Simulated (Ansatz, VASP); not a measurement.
**Fe in VASP and in Ansatz**

```
CELL_PARAMETERS angstrom
-1.41631 1.41631 1.41631
1.41631 -1.41631 1.41631
1.41631 1.41631 -1.41631
ATOMIC_POSITIONS crystal
Fe 0.00000 0.00000 0.00000
```

Alike in both runs: task single point; functional PBE; k mesh 15 × 15 × 15; occupations gaussian, width 0.01 eV; collinear spin.

|  | VASP | Ansatz |
| --- | --- | --- |
| version | VASP 6.6.1 | Ansatz 0.2.0 |
| potentials or method | VASP PAW PBE potentials, release 64 (Fe), cutoff 520 eV | plane waves (420 eV) with PAW, scalar-relativistic |
| valence electrons in the cell | 8 | 16 |

Ansatz gave:

```
pressure (GPa)                                                : -0.2
net moment per atom (μB)                                      : 2.17
size of the moment on the site where the two differ most (μB) : 2.22
```

Q: Which values does VASP return?

A: Pressure (GPa): -0.4; net moment per atom (μB): 2.18; size of the moment on the site where the two differ most (μB): 2.18.

Site moments also hang on the region over which each program counts them. With one functional, cell and mesh, what is left measures potentials, basis and numerics. VASP's potentials hold 8 valence electrons a cell and Ansatz's 16, so a difference there can come from the potentials and not from the codes.
